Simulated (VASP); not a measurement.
Runs of VASP 6.6.1 on Hg. The structure is that of space group P6/mmm (No. 191), or close to it. The cells are those of the table. 

```csv
cell,gap on the mesh (eV),pressure (GPa)
"a = 4.510, b = 4.510, c = 3.844 Å, angles 90.0, 90.0, 120.0°, 3 atoms",none,(b)
"a = 4.540, b = 4.540, c = 3.870 Å, angles 90.0, 90.0, 120.0°, 3 atoms",none,12.5
"a = 4.570, b = 4.570, c = 3.896 Å, angles 90.0, 90.0, 120.0°, 3 atoms",none,11.0
"a = 4.600, b = 4.600, c = 3.921 Å, angles 90.0, 90.0, 120.0°, 3 atoms",none,9.8
"a = 4.447, b = 4.447, c = 3.791 Å, angles 90.0, 90.0, 120.0°, 3 atoms",none,(a)
"a = 4.629, b = 4.629, c = 3.946 Å, angles 90.0, 90.0, 120.0°, 3 atoms",none,8.8
```

Alike in all rows: task single point; level PBE; potentials or basis VASP PAW PBE potentials, release 64 (Hg_sv_GW); no spin polarisation; k mesh 7 × 7 × 7; cutoff (eV) 550; smearing fermi-dirac 0.05 eV.

Estimate the missing entries.

(a) 19.1; (b) 14.4.

Caveats: spin-orbit coupling is left out, which moves the levels of the heavy elements; the stress differs along the axes, from 4 to 19 GPa (at least some runs); the stress differs along the axes, from 4 to 17 GPa (at least some runs); the stress differs along the axes, from 3 to 15 GPa (at least some runs); the stress differs along the axes, from 3 to 13 GPa (at least some runs); the stress differs along the axes, from 6 to 25 GPa (at least some runs); the stress differs along the axes, from 2 to 12 GPa (at least some runs).

A k mesh can miss the band edges, and the runs leave out spin-orbit coupling on Hg.

A gap of «none» marks levels without a gap at the run's occupations.
